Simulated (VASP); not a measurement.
Here is a VASP 6.6.1 calculation.

The input INCAR:

```
SYSTEM = Ti
PREC = Accurate
ENCUT = 500
EDIFF = 1E-6
ISMEAR = -1
SIGMA = 0.05
LREAL = .False.
LASPH = .True.
NELM = 120
ALGO = Normal
ISIF = 2
LWAVE = .False.
LCHARG = .True.
GGA = PS
LELF = .True.
LVHAR = .True.
NBANDS = 19
GGA_COMPAT = .False.
```

KPOINTS

```
regular mesh
0
Gamma
  9 9 9
  0 0 0
```

The input POSCAR:

```
Ti
1.0
    0.0000000000      2.7912246522      2.7912246522
    2.7912246522      0.0000000000      2.7912246522
    2.7912246522      2.7912246522      0.0000000000
Ti
2
Direct
   -0.1250000000     -0.1250000000     -0.1250000000
    0.1250000000      0.1250000000      0.1250000000
```

Potentials or basis: VASP PAW PBE potentials, release 64 (Ti_sv).

Launch:

```console
$ cat potpaw_PBE.64/Ti_sv/POTCAR > POTCAR
$ mpirun -np 1 vasp_std > vasp.out
```

(1) Predict the pressure.

(2) Estimate the band gap on the k mesh.

## Answers

(1) -1.0 GPa.

(2) zero (bands 12 and 13 overlap by 0.20 eV).

Caveat: the PAW data sets were made with another functional, which shifts forces and pressure a little.
